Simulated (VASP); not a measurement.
Here is a VASP 6.6.1 calculation.

Contents of INCAR:

```
SYSTEM = N
PREC = Accurate
ENCUT = 520
EDIFF = 1E-7
ISMEAR = -1
SIGMA = 0.05
LREAL = .False.
LASPH = .True.
NELM = 80
ALGO = Normal
ISIF = 2
LWAVE = .False.
LCHARG = .True.
GGA = PE
LELF = .True.
LVHAR = .True.
NBANDS = 12
```

Contents of KPOINTS:

```
regular mesh
0
Gamma
  12 12 11
  0 0 0
```

POSCAR

```
N
1.0
    2.4854226714      0.0000000000      0.0000000000
   -1.2427113357      2.1524391725      0.0000000000
    0.0000000000      0.0000000000      2.4129438665
N
2
Direct
    0.3333333333      0.6666666667      0.7500000000
    0.6666666667      0.3333333333      0.2500000000
```

Potentials or basis: VASP PAW PBE potentials, release 64 (N).

Run with:

```sh
$ cat potpaw_PBE.64/N/POTCAR > POTCAR
$ mpirun -np 1 vasp_std > vasp.out
```

Question: Predict the band gap on the k mesh.

Answer: Zero (band 5 reaches 8.89 eV, above the bottom of band 6 at 4.47 eV).

Question: Predict the pressure.

Answer: 20.0 GPa.

Stress tensor (GPa, compression positive):
```
23.17  0.00  0.00
 0.00 23.17  0.00
 0.00  0.00 13.59
```
